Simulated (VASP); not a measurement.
# OH2 in VASP: single point with PBE+D3(BJ)

Aim: the single point of OH2 with PBE+D3(BJ).

Program: VASP 6.6.1. These are calculated values, not measurements. Logs are shortened: lines on timing, memory, paths and dates and some standing lists are left out, and cuts for length are marked.

## (1) The cell of the first run

The cell holds a molecule in a box, 3 atoms: a = 15.000 Å, b = 15.500 Å, c = 16.000 Å, α = 90.00°, β = 90.00°, γ = 90.00°.

## (2) Single point, PBE+D3(BJ)

Contents of INCAR:

```
PREC     = Accurate       # precision mode
ENCUT    = 1000           # plane-wave cutoff, eV
EDIFF    = 1E-6           # SCF threshold, eV
ISMEAR   = 0              # smearing method
SIGMA    = 0.005          # smearing width, eV
LREAL    = F              # projectors in reciprocal space
LASPH    = T              # aspherical terms in the spheres
NELM     = 120            # most SCF steps
ALGO     = Normal         # electronic algorithm
ISIF     = 2              # what is computed and relaxed
LWAVE    = F              # write WAVECAR
LCHARG   = T              # write CHGCAR
GGA      = PE             # functional
IVDW     = 12             # dispersion correction
LELF     = T              # ELF
LVHAR    = T            
ISYM     = 0            
NBANDS   = 11             # bands
GGA_COMPAT= F            
NELMDL   = -8
```

Contents of KPOINTS:

```
regular mesh
0
Gamma
  1 1 1
```

Contents of POSCAR:

```
H2O
1.0
   15.0000000000      0.0000000000      0.0000000000
    0.0000000000     15.5000000000      0.0000000000
    0.0000000000      0.0000000000     16.0000000000
O H
1 2
Direct
    0.5000921021      0.4799343978      0.4844984175
    0.5508547298      0.5114516719      0.5062921830
    0.4490531681      0.5086139303      0.5092093995
```

Potentials or basis: VASP PAW PBE potentials, release 64 (O_h, H_h).

Launch:

```bash
> cat potpaw_PBE.64/O_h/POTCAR potpaw_PBE.64/H_h/POTCAR > POTCAR
> mpirun -np 1 vasp_gam > vasp.out
```

OUTCAR:

```text
PREC = Accurate
   ENCUT = 1000
   EDIFF = 1E-6
   ISMEAR = 0
   LREAL = F
   LASPH = T
   NELM = 120
   ISIF = 2
   GGA = PE
   IVDW = 12
   ISYM = 0
   NELMDL = -8
 IVDW          = 12

 ion  position               nearest neighbor table
   1  0.500  0.480  0.484-   2 0.97   3 0.97
   2  0.551  0.511  0.506-   1 0.97
   3  0.449  0.509  0.509-   1 0.97

IMPORTANT INFORMATION: All symmetrisations will be switched off!
NOSYMM: (Re-)initialisation of all symmetry stuff for point group C_1.

----------------------------------------------------------------------------------------

                                     Primitive cell

  volume of cell :    3720.0000

  direct lattice vectors                    reciprocal lattice vectors
    15.000000000  0.000000000  0.000000000     0.066666667  0.000000000  0.000000000
     0.000000000 15.500000000  0.000000000     0.000000000  0.064516129  0.000000000
     0.000000000  0.000000000 16.000000000     0.000000000  0.000000000  0.062500000

  length of vectors
    15.000000000 15.500000000 16.000000000     0.066666667  0.064516129  0.062500000

  position of ions in fractional coordinates (direct lattice)
     0.500092102  0.479934398  0.484498417
     0.550854730  0.511451672  0.506292183
     0.449053168  0.508613930  0.509209400

  ion indices of the primitive-cell ions
   primitive index   ion index
                 1           1
                 2           2
                 3           3

----------------------------------------------------------------------------------------

 KPOINTS: regular mesh

Automatic generation of k-mesh.
 Grid dimensions read from file:
 generate k-points for:    1    1    1

 Generating k-lattice:

  Cartesian coordinates                     Fractional coordinates (reciprocal lattice)
     0.066666667  0.000000000  0.000000000     1.000000000  0.000000000  0.000000000
     0.000000000  0.064516129  0.000000000     0.000000000  1.000000000  0.000000000
     0.000000000  0.000000000  0.062500000     0.000000000  0.000000000  1.000000000

  Length of vectors
     0.066666667  0.064516129  0.062500000

  Shift w.r.t. Gamma in fractional coordinates (k-lattice)
     0.000000000  0.000000000  0.000000000

 Subroutine IBZKPT returns following result:
 ===========================================

 Found      1 irreducible k-points:

 Following reciprocal coordinates:
            Coordinates               Weight
  0.000000  0.000000  0.000000      1.000000
   k-points           NKPTS =      1   k-points in BZ     NKDIM =      1   number of bands    NBANDS=     11
   number of dos      NEDOS =    301   number of ions     NIONS =      3
   total plane-waves  NPLWV = ******
   dimension x,y,z NGX =   160 NGY =  160 NGZ =  168
   dimension x,y,z NGXF=   320 NGYF=  320 NGZF=  336
   ions per type =               1   2
   NGX,Y,Z   is equivalent  to a cutoff of  17.73, 17.16, 17.46 a.u.
   NGXF,Y,Z  is equivalent  to a cutoff of  35.47, 34.32, 34.91 a.u.
 SYSTEM =  unknown system
   PREC   = accura    normal or accurate (medium, high low for compatibility)
   ISTART =      0    job   : 0-new  1-cont  2-samecut
   ICHARG =      2    charge: 1-file 2-atom 10-const
   ISPIN  =      1    spin polarized calculation?
   LNONCOLLINEAR =      F non collinear calculations
   LSORBIT =      F    spin-orbit coupling
   LASPH  =      T    aspherical Exc in radial PAW
   ENCUT  = 1000.0 eV  73.50 Ry    8.57 a.u.  38.68 39.97 41.25*2*pi/ulx,y,z
   NELM   =    120;   NELMIN=  2; NELMDL= -8     # of ELM steps
   EDIFF  = 0.1E-05   stopping-criterion for ELM
   LREAL  =      F    real-space projection
   EDIFFG = 0.1E-04   stopping-criterion for IOM
   NSW    =      0    number of steps for IOM
   IBRION =     -1    ionic relax: 0-MD 1-quasi-New 2-CG
   NFREE  =      0    steps in history (QN), initial steepest desc. (CG)
   ISIF   =      2    stress and relaxation
   ISYM   =      0    0-nonsym 1-usesym 2-fastsym
   POTIM  = 0.5000    time-step for ionic-motion
   TEBEG  =    0.0;   TEEND  =   0.0 temperature during run
   PSTRESS=    0.0 pullay stress
   NELECT =       8.0000    total number of electrons
   NUPDOWN=      -1.0000    fix difference up-down
   EMIN   =  10.00;   EMAX   =-10.00  energy-range for DOS
   EFERMI =   0.00;   METHOD = LEGACY
   ISMEAR =     0;   SIGMA  =   0.01  broadening in eV -4-tet -1-fermi 0-gaus
   EFERMI_NEDOS =   21; number of points for ismear=-14 and -15
   IALGO  =     38    algorithm
   IMIX   =      4    mixing-type and parameters
     AMIX     =   0.40;   BMIX     =  1.00
     AMIX_MAG =   1.60;   BMIX_MAG =  1.00
  volume/ion in A,a.u.               =    1240.00      8367.93
  Fermi-wavevector in a.u.,A,eV,Ry     =   0.211312  0.399321  0.607537  0.044653
  Thomas-Fermi vector in A             =   0.980203
   LORBIT       =      0    0 simple, 1 ext, 2 COOP (PROOUT), +10 PAW based schemes
   GGA     = PE    functional components
   LHFCALC =     F    Hartree Fock is set to
   AEXX    =    0.0000 exact exchange contribution
   IVDW    =    12    specifies the selected vdW correction
   LEPSILON=     F    determine dielectric tensor
   LRPA    =     F    only Hartree local field effects (RPA)
 non-spin polarized calculation
 Gauss-broadening in eV      SIGMA  =   0.01
  energy-cutoff  :     1000.00
  volume of cell :     3720.00
 maximum number of plane-waves:    133573
 NGX is ok and might be reduce to   160
   NGX = 77   NGY = 79   NGZ = 83

 number of electron       8.0000000 magnetization

 Free energy of the ion-electron system (eV)
  ---------------------------------------------------
  ext. energy  EPLUGINS =         0.00000000
  ---------------------------------------------------
  free energy    TOTEN  =       -14.29298309 eV

  energy without entropy =      -14.29298309  energy(sigma->0) =      -14.29298309

 E-fermi :  -7.1666     XC(G=0):  -0.1676

 val. band max:       -7.1997640146   @ k =   0.0000   0.0000   0.0000
 cond. band min:      -0.9493627774   @ k =   0.0000   0.0000   0.0000
 fundamental gap:      6.2504012371
 Fermi energy:        -7.1665970310

 k-point     1 :       0.0000    0.0000    0.0000
  band No.  band energies     occupation
      1     -25.2582      2.00000
      2     -13.0428      2.00000
      3      -9.3117      2.00000
      4      -7.1998      2.00000
      5      -0.9494      0.00000
      6       0.0937      0.00000
      7       0.3695      0.00000
      8       0.4769      0.00000
      9       0.5225      0.00000
     10       0.5933      0.00000
     11       0.6270      0.00000

------------------------ aborting loop because EDIFF is reached ----------------------------------------

 Edisp (eV)   -0.00979

 E8    (eV) :    -0.0023

  FORCE on cell =-STRESS in cart. coord.  units (eV):
  Direction    XX          YY          ZZ          XY          YZ          ZX
  --------------------------------------------------------------------------------------
  -------------------------------------------------------------------------------------
  Total       0.00193    -0.02287    -0.02010     0.00073    -0.00144    -0.00044
  in kB       0.00083    -0.00985    -0.00866     0.00031    -0.00062    -0.00019
  external pressure =       -0.01 kB  Pullay stress =        0.00 kB

 VOLUME and BASIS-vectors are now :
 -----------------------------------------------------------------------------
  energy-cutoff  :     1000.00
  volume of cell :     3720.00
      direct lattice vectors                 reciprocal lattice vectors
    15.000000000  0.000000000  0.000000000     0.066666667  0.000000000  0.000000000
     0.000000000 15.500000000  0.000000000     0.000000000  0.064516129  0.000000000
     0.000000000  0.000000000 16.000000000     0.000000000  0.000000000  0.062500000

 POSITION                                       TOTAL-FORCE (eV/Angst)
 -----------------------------------------------------------------------------------
      7.50138      7.43898      7.75197        -0.000424      0.004223      0.003006
      8.26282      7.92750      8.10067         0.012560     -0.001625     -0.001804
      6.73580      7.88352      8.14735        -0.012136     -0.002599     -0.001202
 -----------------------------------------------------------------------------------
    total drift:                               -0.000054     -0.000015     -0.001044

  FREE ENERGIE OF THE ION-ELECTRON SYSTEM (eV)
  ---------------------------------------------------
  free  energy   TOTEN  =       -14.3027733381 eV

  energy  without entropy=      -14.3027733381  energy(sigma->0) =      -14.30277334
```

Wall time 13 min (1 thread of Intel Xeon Platinum 8488C (Sapphire Rapids), shared host); peak memory 5.3 GiB.

What came out:

```yaml
Free_energy: -14.3028 eV
Largest_force: 0.013 eV/Å
Gap_between_the_frontier_levels: 6.25 eV
Dispersion_energy_per_atom: -0.003 eV
```

Forces on the atoms (eV/Å):
```
O    0.000  0.004  0.003
H    0.013 -0.002 -0.002
H   -0.012 -0.003 -0.001
```
